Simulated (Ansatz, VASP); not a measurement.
Al: VASP beside Ansatz

```
Al
1.0
     2.95138    0.00000    0.00000
    -1.47569    2.55597    0.00000
     0.00000    0.00000    8.94001
Al
4
Cartesian
  0.0000 0.0000 0.0000
  0.0000 1.7040 2.2350
  0.0000 0.0000 4.4700
  1.4757 0.8520 6.7050
```

Alike in both runs: task single point; functional PBEsol; dispersion D3(BJ); k mesh 18 × 18 × 6; occupations gaussian, width 0.15 eV; no spin polarisation.

|  | VASP | Ansatz |
| --- | --- | --- |
| version | VASP 6.6.1 | Ansatz 0.2.0 |
| potentials or method | VASP PAW PBE potentials, release 64 (Al), cutoff 520 eV | scalar-relativistic, plane waves, PAW |
| valence electrons in the cell | 12 | 12 |

Ansatz gave:

* gap on the k mesh at the Fermi level (eV): none
* pressure (GPa): -5.3
* traceless stress, the component that is largest in VASP (GPa): 2.97

Task: Which values does VASP return?

Result: gap on the k mesh at the Fermi level (eV): none; pressure (GPa): -5.2; traceless stress, the component that is largest in VASP (GPa): 2.99.

VASP's potentials were made for PBE, not for PBEsol, and Ansatz warns of the same on its side. A gap of «none» marks a metal or a gap that the smearing closes.
